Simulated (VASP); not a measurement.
Here is a VASP 6.6.1 calculation.

The input INCAR:

```
ALGO = Normal ; EDIFF = 1E-6
ENCUT = 520 ; ISIF = 2
ISMEAR = -1 ; LASPH = True
LCHARG = True ; LELF = True
LREAL = False ; LVHAR = True
LWAVE = False ; NBANDS = 19
NELM = 60 ; PREC = Accurate
SIGMA = 0.05
```

KPOINTS

```
k-points
0
Gamma
  13 13 7
```

The input POSCAR:

```
Ti
1.0
    2.9599952707      0.0000000000      0.0000000000
   -1.4799976353      2.5634310995      0.0000000000
    0.0000000000      0.0000000000      4.6792120724
Ti
2
Direct
    0.3333333333      0.6666666667      0.2500000000
    0.6666666667      0.3333333333      0.7500000000
```

Potentials or basis: VASP PAW LDA potentials, release 64 (Ti_sv).

Run with:

```sh
$ cat potpaw_LDA.64/Ti_sv/POTCAR > POTCAR
$ mpirun -np 1 vasp_std > vasp.out
```

**Question.** Estimate the pressure.

**Answer.** -10.4 GPa.

**Question.** Predict the band gap on the k mesh.

**Answer.** Zero (band 12 reaches 8.59 eV, above the bottom of band 13 at 7.54 eV).
